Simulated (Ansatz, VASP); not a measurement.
## NiO in VASP and in Ansatz

```
CELL_PARAMETERS angstrom
0.04183 2.11222 2.11222
2.11222 0.04183 2.11222
2.11222 2.11222 0.04183
ATOMIC_POSITIONS crystal
Ni 0.00000 0.00000 0.00000
O 0.50000 0.50000 0.50000
```

Change from the starting cell: equal xy, yz and zx shear strains of +2 %.

Alike in both runs: task single point; functional PBE; k mesh 17 × 17 × 17; occupations fermi-dirac, width 0.03 eV; collinear spin.

|  | VASP | Ansatz |
| --- | --- | --- |
| version | VASP 6.6.1 | Ansatz 0.2.0 |
| potentials or method | VASP PAW PBE potentials, release 64 (Ni, O), cutoff 520 eV | all-electron LAPW, scalar-relativistic |

Ansatz gave:

- pressure (GPa): 4.7
- traceless stress, the component that is largest in VASP (GPa): -1.16
- net moment per atom (μB): 0.89
- size of the moment on the site where the two differ most (μB): 1.49

Task: Which values does VASP return?

Result: Pressure (GPa): 3.7; traceless stress, the component that is largest in VASP (GPa): -1.17; net moment per atom (μB): 0.85; size of the moment on the site where the two differ most (μB): 1.41.

Site moments also hang on the region over which each program counts them. Ansatz ran all-electron here, and VASP with PAW potentials.
